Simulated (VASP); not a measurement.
# Pd (Fm-3m) in VASP: further runs

Runs on Pd. Level: r2SCAN. Tasks: single point, relaxation of cell and atoms.

Everything below comes from runs of VASP 6.6.1. Logs are shortened: lines on timing, memory, paths and dates and some standing lists are left out, and cuts for length are marked.

## Step 1: The cell of the first run

It takes space group Fm-3m (No. 225, cubic). The conventional cell has a = 3.912 Å, b = 3.912 Å, c = 3.912 Å, α = 90.00°, β = 90.00°, γ = 90.00°. Pd (site symmetry m-3m) has 12 Pd at 2.77 Å within 3.6 Å.

## Step 2: Single point, r2SCAN

Contents of POSCAR:

```
Pd
1.0
    0.0000000000      1.9561532068      1.9561532068
    1.9561532068      0.0000000000      1.9561532068
    1.9561532068      1.9561532068      0.0000000000
Pd
1
Direct
    0.0000000000      0.0000000000      0.0000000000
```

Contents of INCAR.step1:

```
ALGO = Normal
EDIFF = 1E-4
ENCUT = 520
GGA = PE
ISMEAR = 0
LASPH = True
LCHARG = False
LREAL = False
LWAVE = True
NBANDS = 11
NELM = 80
PREC = Accurate
SIGMA = 0.02
```

Contents of INCAR.step2:

```
ALGO = Normal
EDIFF = 1E-6
ENCUT = 520
ISIF = 2
ISMEAR = 0
ISTART = 1
LASPH = True
LCHARG = True
LELF = True
LMIXTAU = True
LREAL = False
LVHAR = True
LWAVE = False
METAGGA = R2SCAN
NBANDS = 11
NELM = 80
PREC = Accurate
SIGMA = 0.02
```

Contents of KPOINTS:

```
k-points
0
Gamma
  8 8 8
```

Potentials or basis: VASP PAW PBE potentials, release 64 (Pd).

Run with:

```bash
cat potpaw_PBE.64/Pd/POTCAR > POTCAR
cp INCAR.step1 INCAR
mpirun -np 1 vasp_std > vasp.out
cp INCAR.step2 INCAR
mpirun -np 1 vasp_std > vasp.out
```

OUTCAR:

```text
EDIFF = 1E-6
   ENCUT = 520
   ISIF = 2
   ISMEAR = 0
   ISTART = 1
   LASPH = True
   LREAL = False
   METAGGA = R2SCAN
   NELM = 80
   PREC = Accurate

 ion  position               nearest neighbor table
   1  0.000  0.000  0.000-

  LATTYP: Found a face centered cubic cell.
 ALAT       =     3.9123064136

  Lattice vectors:

 A1 = (   0.0000000000,   1.9561532068,   1.9561532068)
 A2 = (   1.9561532068,   0.0000000000,   1.9561532068)
 A3 = (   1.9561532068,   1.9561532068,   0.0000000000)

Analysis of symmetry for initial positions (statically):
=====================================================================
 Subroutine PRICEL returns:
 Original cell was already a primitive cell.

 Routine SETGRP: Setting up the symmetry group for a
 face centered cubic supercell.

 Subroutine GETGRP returns: Found 48 space group operations
 (whereof 48 operations were pure point group operations)
 out of a pool of 48 trial point group operations.

The static configuration has the point symmetry O_h .

Analysis of symmetry for dynamics (positions and initial velocities):
=====================================================================
 Subroutine PRICEL returns:
 Original cell was already a primitive cell.

 Routine SETGRP: Setting up the symmetry group for a
 face centered cubic supercell.

 Subroutine GETGRP returns: Found 48 space group operations
 (whereof 48 operations were pure point group operations)
 out of a pool of 48 trial point group operations.

The dynamic configuration has the point symmetry O_h .

 Subroutine INISYM returns: Found 48 space group operations
 (whereof 48 operations are pure point group operations),
 and found     1 'primitive' translations

----------------------------------------------------------------------------------------

                                     Primitive cell

  volume of cell :      14.9706

  direct lattice vectors                    reciprocal lattice vectors
     0.000000000  1.956153207  1.956153207    -0.255603701  0.255603701  0.255603701
     1.956153207  0.000000000  1.956153207     0.255603701 -0.255603701  0.255603701
     1.956153207  1.956153207  0.000000000     0.255603701  0.255603701 -0.255603701

  length of vectors
     2.766418395  2.766418395  2.766418395     0.442718597  0.442718597  0.442718597

  position of ions in fractional coordinates (direct lattice)
     0.000000000  0.000000000  0.000000000

  ion indices of the primitive-cell ions
   primitive index   ion index
                 1           1

----------------------------------------------------------------------------------------

 KPOINTS: k-points

Automatic generation of k-mesh.
 Grid dimensions read from file:
 generate k-points for:    8    8    8

 Generating k-lattice:

  Cartesian coordinates                     Fractional coordinates (reciprocal lattice)
    -0.031950463  0.031950463  0.031950463     0.125000000  0.000000000  0.000000000
     0.031950463 -0.031950463  0.031950463     0.000000000  0.125000000  0.000000000
     0.031950463  0.031950463 -0.031950463     0.000000000  0.000000000  0.125000000

  Length of vectors
     0.055339825  0.055339825  0.055339825

  Shift w.r.t. Gamma in fractional coordinates (k-lattice)
     0.000000000  0.000000000  0.000000000

 Subroutine IBZKPT returns following result:
 ===========================================

 Found     29 irreducible k-points:

 Following reciprocal coordinates:
            Coordinates               Weight
  0.000000  0.000000  0.000000      1.000000
  0.125000  0.000000  0.000000      8.000000
  0.250000  0.000000  0.000000      8.000000
  0.375000  0.000000  0.000000      8.000000
  0.500000  0.000000  0.000000      4.000000
  0.125000  0.125000  0.000000      6.000000
[... 16 lines left out ...]
  0.500000  0.250000  0.125000     48.000000
 -0.375000  0.250000  0.125000     24.000000
 [... further k-points ...]
   k-points           NKPTS =     29   k-points in BZ     NKDIM =     29   number of bands    NBANDS=     11
   number of dos      NEDOS =    301   number of ions     NIONS =      1
   total plane-waves  NPLWV =  13824
   dimension x,y,z NGX =    24 NGY =   24 NGZ =   24
   dimension x,y,z NGXF=    48 NGYF=   48 NGZF=   48
   ions per type =               1
   NGX,Y,Z   is equivalent  to a cutoff of  14.42, 14.42, 14.42 a.u.
   NGXF,Y,Z  is equivalent  to a cutoff of  28.85, 28.85, 28.85 a.u.
 SYSTEM =  unknown system
   PREC   = accura    normal or accurate (medium, high low for compatibility)
   ISTART =      1    job   : 0-new  1-cont  2-samecut
   ICHARG =      0    charge: 1-file 2-atom 10-const
   ISPIN  =      1    spin polarized calculation?
   LNONCOLLINEAR =      F non collinear calculations
   LSORBIT =      F    spin-orbit coupling
   LASPH  =      T    aspherical Exc in radial PAW
   ENCUT  =  520.0 eV  38.22 Ry    6.18 a.u.   5.14  5.14  5.14*2*pi/ulx,y,z
   NELM   =     80;   NELMIN=  2; NELMDL=  0     # of ELM steps
   EDIFF  = 0.1E-05   stopping-criterion for ELM
   LREAL  =      F    real-space projection
   EDIFFG = 0.1E-04   stopping-criterion for IOM
   NSW    =      0    number of steps for IOM
   IBRION =     -1    ionic relax: 0-MD 1-quasi-New 2-CG
   NFREE  =      0    steps in history (QN), initial steepest desc. (CG)
   ISIF   =      2    stress and relaxation
   ISYM   =      2    0-nonsym 1-usesym 2-fastsym
   POTIM  = 0.5000    time-step for ionic-motion
   TEBEG  =    0.0;   TEEND  =   0.0 temperature during run
   PSTRESS=    0.0 pullay stress
   NELECT =      10.0000    total number of electrons
   NUPDOWN=      -1.0000    fix difference up-down
   EMIN   =  10.00;   EMAX   =-10.00  energy-range for DOS
   EFERMI =   0.00;   METHOD = LEGACY
   ISMEAR =     0;   SIGMA  =   0.02  broadening in eV -4-tet -1-fermi 0-gaus
   EFERMI_NEDOS =   21; number of points for ismear=-14 and -15
   IALGO  =     38    algorithm
   IMIX   =      4    mixing-type and parameters
     AMIX     =   0.40;   BMIX     =  1.00
     AMIX_MAG =   1.60;   BMIX_MAG =  1.00
  volume/ion in A,a.u.               =      14.97       101.03
  Fermi-wavevector in a.u.,A,eV,Ry     =   1.431074  2.704337 27.864345  2.047972
  Thomas-Fermi vector in A             =   2.550850
   LORBIT       =      0    0 simple, 1 ext, 2 COOP (PROOUT), +10 PAW based schemes
   METAGGA = R2SCAN    functional components
   LHFCALC =     F    Hartree Fock is set to
   AEXX    =    0.0000 exact exchange contribution
   IVDW    =     0    specifies the selected vdW correction
   LEPSILON=     F    determine dielectric tensor
   LRPA    =     F    only Hartree local field effects (RPA)
 non-spin polarized calculation
 Gauss-broadening in eV      SIGMA  =   0.02
  energy-cutoff  :      520.00
  volume of cell :       14.97
 maximum number of plane-waves:       415
 NGX is ok and might be reduce to    24
   NGX = 11   NGY = 11   NGZ = 11

 number of electron       9.9999998 magnetization

 Free energy of the ion-electron system (eV)
  ---------------------------------------------------
  ext. energy  EPLUGINS =         0.00000000
  ---------------------------------------------------
  free energy    TOTEN  =       -22.92796006 eV

  energy without entropy =      -22.92713878  energy(sigma->0) =      -22.92754942

 E-fermi :   9.4464     XC(G=0): -14.0050

 val. band max:        9.4287844909   @ k =  -0.3750   0.3750   0.1250
 cond. band min:       9.4599276258   @ k =   0.5000   0.2500   0.0000
 fundamental gap:      0.0311431349
 Fermi energy:         9.4464440350

 k-point     1 :       0.0000    0.0000    0.0000
  band No.  band energies     occupation
      1       2.3023      2.00000
      2       6.5493      2.00000
      3       6.5493      2.00000
      4       6.5493      2.00000
      5       8.1281      2.00000
      6       8.1281      2.00000
      7      27.3844      0.00000
      8      32.0031      0.00000
      9      32.2693      0.00000
     10      32.2693      0.00000
     11      32.2693      0.00000

 k-point     2 :       0.1250    0.0000    0.0000
  band No.  band energies     occupation
      1       2.8613      2.00000
      2       6.3824      2.00000
      3       6.7231      2.00000
      4       6.7231      2.00000
      5       8.0635      2.00000
      6       8.0635      2.00000
      7      27.7766      0.00000
      8      29.4910      0.00000
      9      32.0234      0.00000
     10      32.8704      0.00000
     11      32.8704      0.00000

 k-point     3 :       0.2500    0.0000    0.0000
  band No.  band energies     occupation
      1       3.9912      2.00000
      2       6.5711      2.00000
      3       6.8332      2.00000
      4       6.8332      2.00000
      5       8.2973      2.00000
      6       8.2973      2.00000
      7      24.4837      0.00000
      8      28.4474      0.00000
      9      32.0143      0.00000
     10      33.8467      0.00000
     11      33.8467      0.00000

 k-point     4 :       0.3750    0.0000    0.0000
  band No.  band energies     occupation
      1       4.1823      2.00000
      2       6.6054      2.00000
      3       6.6054      2.00000
      4       8.6962      2.00000
      5       8.9991      2.00000
      6       8.9991      2.00000
      7      19.7699      0.00000
      8      27.3156      0.00000
      9      32.0137      0.00000
     10      32.3668      0.00000
     11      32.3668      0.00000
[... 239 lines left out ...]
 k-point    22 :       0.3750    0.2500    0.1250
  band No.  band energies     occupation
      1       5.0032      2.00000
      2       5.5254      2.00000
      3       6.5829      2.00000
      4       7.8477      2.00000
      5       8.0177      2.00000
      6       9.7156      0.00000
      7      25.0813      0.00000
      8      25.8268      0.00000
      9      29.4957      0.00000
     10      32.0249      0.00000
     11      32.2507      0.00000

 k-point    23 :       0.5000    0.2500    0.1250
  band No.  band energies     occupation
      1       5.0932      2.00000
      2       5.9487      2.00000
      3       6.3927      2.00000
      4       7.6448      2.00000
      5       8.8746      2.00000
      6      12.0265      0.00000
      7      20.5288      0.00000
      8      25.1199      0.00000
      9      27.4060      0.00000
     10      32.0040      0.00000
     11      32.4058      0.00000

 k-point    24 :      -0.3750    0.2500    0.1250
  band No.  band energies     occupation
      1       5.0251      2.00000
      2       5.7467      2.00000
      3       6.9837      2.00000
      4       7.4006      2.00000
      5       9.2404      2.00000
      6      14.5265      0.00000
      7      17.0697      0.00000
      8      25.6871      0.00000
      9      25.9730      0.00000
     10      31.4526      0.00000
     11      32.0389      0.00000

 [... further k-points ...]

------------------------ aborting loop because EDIFF is reached ----------------------------------------

  FORCE on cell =-STRESS in cart. coord.  units (eV):
  Direction    XX          YY          ZZ          XY          YZ          ZX
  --------------------------------------------------------------------------------------
  -------------------------------------------------------------------------------------
  Total        0.0681949      0.0681949      0.0681949      0.0000000      0.0000000      0.0000000
  in kB        7.2983403      7.2983403      7.2983403      0.0000000      0.0000000      0.0000000
  external PRESSURE =       7.2983403 kB  Pullay stress =       0.0000000 kB

 VOLUME and BASIS-vectors are now :
 -----------------------------------------------------------------------------
  energy-cutoff  :      520.00
  volume of cell :       14.97
      direct lattice vectors                 reciprocal lattice vectors
     0.000000000  1.956153207  1.956153207    -0.255603701  0.255603701  0.255603701
     1.956153207  0.000000000  1.956153207     0.255603701 -0.255603701  0.255603701
     1.956153207  1.956153207  0.000000000     0.255603701  0.255603701 -0.255603701

 POSITION                                       TOTAL-FORCE (eV/Angst)
 -----------------------------------------------------------------------------------
      0.00000      0.00000      0.00000         0.000000     -0.000000      0.000000
 -----------------------------------------------------------------------------------
    total drift:                               -0.000000      0.000000     -0.000000

  FREE ENERGIE OF THE ION-ELECTRON SYSTEM (eV)
  ---------------------------------------------------
  free  energy   TOTEN  =       -22.9279600617 eV

  energy  without entropy=      -22.9271387811  energy(sigma->0) =      -22.92754942
```

It took 9.8 s on 1 thread of Intel Xeon 6975P-C (Granite Rapids), shared host; peak memory 0.14 GiB.

What came out:

* Free energy: -22.9280 eV
* Pressure: 0.7 GPa
* Band gap on the k mesh: zero (bands 5 and 6 overlap by 1.64 eV)

Levels at points of the mesh, in eV from the Fermi level:
| k point | band 2 | band 3 | band 4 | band 5 | band 6 | band 7 | band 8 | band 9 |
| --- | --- | --- | --- | --- | --- | --- | --- | --- |
| (0.00, 0.00, 0.00) | -2.90 | -2.90 | -2.90 | -1.32 | -1.32 | 17.94 | 22.56 | 22.82 |
| (0.50, 0.00, 0.00) | -2.97 | -2.97 | -0.08 | -0.08 | 1.24 | 7.53 | 17.31 | 21.90 |
| (0.50, 0.50, 0.00) | -5.20 | -0.14 | 0.26 | 0.26 | 3.59 | 11.08 | 13.77 | 13.77 |

Caveat: the PAW data sets were made with another functional, which shifts forces and pressure a little.

## Step 3: Relaxation of cell and atoms, r2SCAN

This run uses another cell than the first one, of 14.75 Å³/atom.

Contents of POSCAR:

```
Pd
1.0
    0.0000000000      1.9465000000      1.9465000000
    1.9465000000      0.0000000000      1.9465000000
    1.9465000000      1.9465000000      0.0000000000
Pd
1
Direct
    0.0000000000      0.0000000000      0.0000000000
```

Contents of INCAR.step1:

```
SYSTEM = Pd
ALGO = Normal ; EDIFF = 1E-4
ENCUT = 600 ; GGA = PE
ISMEAR = 0 ; LASPH = .True.
LCHARG = .False. ; LREAL = .False.
LWAVE = .True. ; NELM = 80
PREC = Accurate ; SIGMA = 0.02
```

Contents of INCAR.step2:

```
SYSTEM = Pd
ALGO = Normal ; EDIFF = 1E-6
EDIFFG = -0.02 ; ENCUT = 600
IBRION = 2 ; ISIF = 3
ISMEAR = 0 ; ISTART = 1
LASPH = .True. ; LCHARG = .False.
LMIXTAU = .True. ; LREAL = .False.
LWAVE = .False. ; METAGGA = R2SCAN
NELM = 80 ; NSW = 80
PREC = Accurate ; SIGMA = 0.02
```

Contents of KPOINTS:

```
k-points
0
Gamma
  8 8 8
  0 0 0
```

Potentials or basis: VASP PAW PBE potentials, release 64 (Pd).

Run with:

```bash
cat potpaw_PBE.64/Pd/POTCAR > POTCAR
cp INCAR.step1 INCAR
mpirun -np 1 vasp_std > vasp.out
cp INCAR.step2 INCAR
mpirun -np 1 vasp_std > vasp.out
```

OUTCAR:

```text
SYSTEM = Pd
   EDIFF = 1E-6
   EDIFFG = -0.02
   ENCUT = 600
   IBRION = 2
   ISIF = 3
   ISMEAR = 0
   ISTART = 1
   LASPH = .True.
   LREAL = .False.
   METAGGA = R2SCAN
   NELM = 80
   NSW = 80
   PREC = Accurate

 ion  position               nearest neighbor table
   1  0.000  0.000  0.000-

  LATTYP: Found a face centered cubic cell.
 ALAT       =     3.8930000000

  Lattice vectors:

 A1 = (   0.0000000000,   1.9465000000,   1.9465000000)
 A2 = (   1.9465000000,   0.0000000000,   1.9465000000)
 A3 = (   1.9465000000,   1.9465000000,   0.0000000000)

Analysis of symmetry for initial positions (statically):
=====================================================================
 Subroutine PRICEL returns:
 Original cell was already a primitive cell.

 Routine SETGRP: Setting up the symmetry group for a
 face centered cubic supercell.

 Subroutine GETGRP returns: Found 48 space group operations
 (whereof 48 operations were pure point group operations)
 out of a pool of 48 trial point group operations.

The static configuration has the point symmetry O_h .

Analysis of symmetry for dynamics (positions and initial velocities):
=====================================================================
 Subroutine PRICEL returns:
[... 167 lines left out ...]
  external PRESSURE =      36.5864473 kB  Pullay stress =       0.0000000 kB
[... 57 lines left out ...]
--------------------------------------- Ionic step        3  -------------------------------------------

 number of electron       9.9999999 magnetization

 Free energy of the ion-electron system (eV)
  ---------------------------------------------------
  ext. energy  EPLUGINS =         0.00000000
  ---------------------------------------------------
  free energy    TOTEN  =       -22.92738459 eV

  energy without entropy =      -22.92654938  energy(sigma->0) =      -22.92696698

 E-fermi :   9.3799     XC(G=0): -13.9753

 val. band max:        9.3624282422   @ k =  -0.3750   0.3750   0.1250
 cond. band min:       9.3931220189   @ k =   0.5000   0.2500   0.0000
 fundamental gap:      0.0306937767
 Fermi energy:         9.3799040004

 k-point     1 :       0.0000    0.0000    0.0000
  band No.  band energies     occupation
      1       2.2694      2.00000
      2       6.5016      2.00000
      3       6.5016      2.00000
      4       6.5016      2.00000
      5       8.0697      2.00000
      6       8.0697      2.00000
      7      27.3159      0.00000
      8      31.9527      0.00000
      9      32.1771      0.00000
[... 265 lines left out ...]
 k-point    24 :      -0.3750    0.2500    0.1250
  band No.  band energies     occupation
      1       4.9865      2.00000
      2       5.7053      2.00000
      3       6.9346      2.00000
      4       7.3479      2.00000
      5       9.1753      2.00000
      6      14.4504      0.00000
      7      16.9756      0.00000
      8      25.5923      0.00000
      9      25.8653      0.00000

 [... further k-points ...]

------------------------ aborting loop because EDIFF is reached ----------------------------------------

  FORCE on cell =-STRESS in cart. coord.  units (eV):
  Direction    XX          YY          ZZ          XY          YZ          ZX
  --------------------------------------------------------------------------------------
  -------------------------------------------------------------------------------------
  Total        0.0039959      0.0039959      0.0039959      0.0000000      0.0000000      0.0000000
  in kB        0.4259605      0.4259605      0.4259605      0.0000000      0.0000000      0.0000000
  external PRESSURE =       0.4259605 kB  Pullay stress =       0.0000000 kB
[... 16 lines left out ...]
  FREE ENERGIE OF THE ION-ELECTRON SYSTEM (eV)
  ---------------------------------------------------
  free  energy   TOTEN  =       -22.9273845854 eV

  energy  without entropy=      -22.9265493833  energy(sigma->0) =      -22.92696698

 reached required accuracy - stopping structural energy minimisation
```

OSZICAR.step1:

```text
N       E                     dE             d eps       ncg     rms          rms(c)
DAV:   1     0.460467194556E+02    0.46047E+02   -0.59446E+03   522   0.119E+03
DAV:   2    -0.499739642119E+01   -0.51044E+02   -0.50056E+02   576   0.208E+02
DAV:   3    -0.544167915406E+01   -0.44428E+00   -0.44350E+00   603   0.231E+01
DAV:   4    -0.544382321925E+01   -0.21441E-02   -0.21439E-02   626   0.148E+00
DAV:   5    -0.544384631556E+01   -0.23096E-04   -0.23096E-04   603   0.136E-01    0.780E+00
DAV:   6    -0.519736790206E+01    0.24648E+00   -0.11011E+00   530   0.101E+01    0.387E+00
DAV:   7    -0.518757196825E+01    0.97959E-02   -0.51856E-03   578   0.703E-01    0.205E+00
DAV:   8    -0.518396257783E+01    0.36094E-02   -0.10009E-03   549   0.224E-01    0.396E-02
DAV:   9    -0.518396805269E+01   -0.54749E-05   -0.10310E-05   279   0.352E-02
   1 F= -.51839681E+01 E0= -.51837419E+01  d E =-.452265E-03
```

It took 22 s on 1 thread of Intel Xeon 6975P-C (Granite Rapids), shared host; peak memory 0.15 GiB.

Results:

```
Free energy                           : -22.9274 eV
Relaxed volume                        : 15.03 Å³/atom
Relaxed cell                          : a = 2.770 Å, b = 2.770 Å, c = 2.770 Å, α = 60.00°, β = 60.00°, γ = 60.00°
Space group after relaxing (to 0.1 Å) : Fm-3m (No. 225)
Energy gained by relaxing             : 3.1 meV/atom
Ionic steps                           : 3
Pressure after relaxing               : 0.0 GPa
Band gap on the k mesh                : zero (bands 5 and 6 overlap by 1.63 eV)
```

Step by step:
| step | energy change (eV) | largest force (eV/Å) | pressure (GPa) | volume (Å³) |
| --- | --- | --- | --- | --- |
| 1 | 0.0000 | 0.0000 | 3.66 | 14.75 |
| 2 | 0.0044 | 0.0000 | -5.11 | 15.48 |
| 3 | -0.0031 | 0.0000 | 0.04 | 15.03 |

Final structure:
```yaml
crystal:
  lattice:
    - [0.00000, 1.95873, 1.95873]
    - [1.95873, 0.00000, 1.95873]
    - [1.95873, 1.95873, 0.00000]
  atoms:
    - { symbol: Pd, position: [0.00000, 0.00000, 0.00000] }
```

Caveat: the PAW data sets were made with another functional, which shifts forces and pressure a little.
